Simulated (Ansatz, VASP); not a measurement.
**SiSn2Ge3 in VASP and in Ansatz**

```
Si Sn Ge
1.0
     5.22011    0.00000    0.00000
    -2.61006    4.52075    0.00000
     0.00000    0.00000    5.57857
Si Sn Ge
1 2 3
Direct
  0.00000 0.00000 0.00000
  0.33333 0.66667 0.00047
  0.66667 0.33333 0.99953
  0.33333 0.66667 0.50038
  0.66667 0.33333 0.49962
  0.00000 0.00000 0.50000
```

Change from the starting cell: species swapped into the Li3LaBi2 type (P-3m1, No. 164).

Alike in both runs: functional PBE; k mesh 12 × 12 × 6; occupations gaussian, width 0.1 eV; no spin polarisation.

Ansatz relaxed the structure, and its values are those at the end. VASP's run is a single point on that final structure, the one shown.

|  | VASP | Ansatz |
| --- | --- | --- |
| version | VASP 6.6.1 | Ansatz 0.2.0 |
| potentials or method | VASP PAW PBE potentials, release 64 (Si, Sn_d, Ge_d), cutoff 520 eV | scalar-relativistic, plane waves, PAW |
| valence electrons in the cell | 74 | 74 |

|  | VASP | Ansatz | Ansatz less VASP |
| --- | --- | --- | --- |
| gap on the k mesh at the Fermi level (eV) | none | none | - |
| pressure (GPa) | 0.0 | 0.0 | 0.00 |

A gap of «none» marks a metal or a gap that the smearing closes.
